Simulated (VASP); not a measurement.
A run of VASP 6.6.1 is set up as follows.

The input INCAR:

```
ALGO = Normal
EDIFF = 1E-6
ENCUT = 520
GGA = PE
ISIF = 2
ISMEAR = 0
LASPH = True
LCHARG = True
LELF = True
LREAL = Auto
LVHAR = True
LWAVE = False
NBANDS = 235
NELM = 60
PREC = Accurate
SIGMA = 0.02
```

KPOINTS

```
k-points
0
Gamma
  1 1 1
```

File POSCAR:

```
Si23H4O48
1.0
    9.8316000000      0.0000000000      0.0000000000
   -4.9158000000      8.5144150000      0.0000000000
    0.0000000000      0.0000000000     10.8182000000
Si O H
23 48 4
Direct
    0.2668430000      0.0009767400      0.1634700000
    0.0028516000      0.2703680000      0.3357050000
    0.2306050000      0.2354080000      0.0001007300
    0.2653480000      0.9977494000      0.6636500000
    0.9932126000      0.2663560000      0.8350300000
    0.2323110000      0.2285110000      0.5017520000
    0.2682820000      0.5027390000      0.1672110000
    0.9997803800      0.7676140000      0.3331480000
    0.2338640000      0.7330290000      0.9966533000
    0.9989205000      0.7666930000      0.8327140000
    0.2344290000      0.7356140000      0.4976220000
    0.7692410000      0.0042952000      0.1672390000
    0.4984520000      0.2670890000      0.3326380000
    0.7266420000      0.2320240000      0.0002954000
    0.7657180000      0.0012322000      0.6669000000
    0.4945750000      0.2657660000      0.8320270000
    0.7327730000      0.2338080000      0.4992370000
    0.7651740000      0.5008340000      0.1672980000
    0.5011880000      0.7703670000      0.3320530000
    0.7350830000      0.7369020000      0.0012113000
    0.7631940000      0.4995590000      0.6663380000
    0.5046480000      0.7692100000      0.8316280000
    0.7327490000      0.7354920000      0.4996880000
    0.0687650000      0.2066210000      0.4462400000
    0.2961240000      0.3658270000      0.1099080000
    0.1402060000      0.4347450000      0.2786630000
    0.2024600000      0.0698960000      0.0553950000
    0.3623780000      0.2944360000      0.3913610000
    0.4306990000      0.1384180000      0.2213530000
    0.0654320000      0.2098730000      0.9457150000
    0.3038820000      0.3517710000      0.6166480000
    0.1356700000      0.4290170000      0.7780800000
    0.1997120000      0.0574320000      0.5499300000
    0.3584550000      0.2958220000      0.8879650000
    0.4284840000      0.1364520000      0.7217280000
    0.0679010000      0.7063220000      0.4438320000
    0.2991160000      0.8684090000      0.1031500000
    0.1368330000      0.9300380000      0.2735220000
    0.2040780000      0.5698520000      0.0580140000
    0.3639780000      0.7993980000      0.3865800000
    0.4342950000      0.6406840000      0.2215190000
    0.0677460000      0.7049810000      0.9423610000
    0.2993620000      0.8643310000      0.6090240000
    0.1350350000      0.9300380000      0.7738950000
    0.2058530000      0.5699500000      0.5554350000
    0.3593880000      0.7870590000      0.8833780000
    0.4574520000      0.6484340000      0.7143040000
    0.5683340000      0.2046660000      0.4411890000
    0.7907210000      0.3628830000      0.1097040000
    0.6344730000      0.4331810000      0.2768560000
    0.7032200000      0.0691220000      0.0573170000
    0.8658290000      0.2991990000      0.3913950000
    0.9337440000      0.1415760000      0.2241200000
    0.5617480000      0.2046160000      0.9436860000
    0.7914020000      0.3622690000      0.6109670000
    0.6303510000      0.4323090000      0.7751710000
    0.7053660000      0.0690910000      0.5554790000
    0.8539980000      0.2927100000      0.8882170000
    0.9307640000      0.1366270000      0.7244910000
    0.5684650000      0.7078670000      0.4422990000
    0.7990200000      0.8685060000      0.1101390000
    0.6394420000      0.9356300000      0.2772850000
    0.7054800000      0.5714430000      0.0574340000
    0.8637870000      0.7971160000      0.3899890000
    0.9305870000      0.6356190000      0.2243800000
    0.5697540000      0.7090080000      0.9453830000
    0.7944690000      0.8645580000      0.6107280000
    0.6368080000      0.9393260000      0.7782680000
    0.7041320000      0.5699330000      0.5561050000
    0.8633810000      0.7966100000      0.8896810000
    0.9285160000      0.6335080000      0.7246220000
    0.4510421900      0.5232132400      0.7280316600
    0.2297450000      0.3561110000      0.6755540000
    0.3027980000      0.5849670000      0.5956360000
    0.1163320000      0.4796660000      0.7069560000
```

Potentials or basis: VASP PAW PBE potentials, release 64 (Si, O, H).

The run is started by

```sh
$ cat potpaw_PBE.64/Si/POTCAR potpaw_PBE.64/O/POTCAR potpaw_PBE.64/H/POTCAR > POTCAR
$ mpirun -np 1 vasp_gam > vasp.out
```

Problem. Predict the pressure.

Solution. 2.3 GPa.

Problem. Predict the band gap on the k mesh.

Solution. 5.57 eV.

Problem. What does it give for the largest force?

Solution. 4.984 eV/Å.

Forces in eV/Å, atoms in the order of the input:
```
Si   0.030 -0.033 -0.001
Si  -0.028  0.032 -0.026
Si  -0.082 -0.022  0.064
Si   0.034 -0.078  0.016
Si   0.007  0.004  0.000
Si   0.016 -0.117 -0.182
Si   0.005  0.032 -0.018
Si  -0.012  0.003  0.002
Si   0.056 -0.001 -0.064
Si  -0.013  0.010  0.033
Si   0.004 -0.022  0.005
Si   0.010 -0.028 -0.015
Si   0.023  0.009 -0.019
Si   0.028 -0.024  0.019
Si  -0.030 -0.085  0.033
Si   0.073 -0.139  0.082
Si   0.013 -0.040  0.000
Si   0.009  0.015 -0.010
Si   0.006  0.001  0.020
Si  -0.106 -0.001 -0.036
Si   0.098  0.081 -0.101
Si   0.067 -0.327 -0.146
Si  -0.069  0.012  0.045
O    0.053  0.026  0.051
O    0.003 -0.021 -0.021
O    0.008 -0.020  0.008
O    0.013  0.030 -0.015
O   -0.033 -0.006  0.042
O   -0.015  0.016  0.011
O    0.023  0.008 -0.002
O    0.095  0.074  0.140
O    0.018 -0.068  0.009
O   -0.016  0.056  0.002
O    0.030  0.036 -0.069
O   -0.021  0.053  0.009
O   -0.007  0.013 -0.008
O   -0.024  0.013  0.016
O    0.012  0.003 -0.009
O    0.006 -0.009  0.022
O   -0.007 -0.008  0.002
O   -0.010 -0.004  0.004
O   -0.019  0.007 -0.011
O   -0.029  0.021 -0.005
O    0.018  0.019 -0.022
O   -0.082 -0.030 -0.032
O   -0.094  0.032  0.094
O    2.181 -4.251  0.431
O   -0.013  0.015 -0.003
O   -0.014 -0.010 -0.009
O    0.003 -0.011  0.005
O    0.004  0.018  0.001
O    0.003 -0.010  0.010
O   -0.001  0.020  0.018
O   -0.034  0.027 -0.034
O   -0.029  0.007  0.018
O   -0.114  0.000  0.003
O    0.000  0.033 -0.012
O   -0.012 -0.009  0.010
O    0.013  0.027  0.005
O    0.007  0.013 -0.032
O    0.005  0.015  0.013
O    0.007  0.002 -0.006
O    0.026 -0.016  0.015
O    0.008 -0.011  0.004
O   -0.009  0.004  0.008
O    0.083  0.039  0.125
O    0.017  0.008 -0.031
O    0.032  0.120 -0.011
O    0.030 -0.039  0.026
O    0.029 -0.010 -0.001
O   -0.023 -0.026  0.001
H   -2.296  4.377 -0.637
H   -0.142  0.056  0.085
H    0.178  0.019  0.141
H   -0.002  0.068 -0.060
```

Caveat: the k points lie up to 0.74 Å⁻¹ apart.
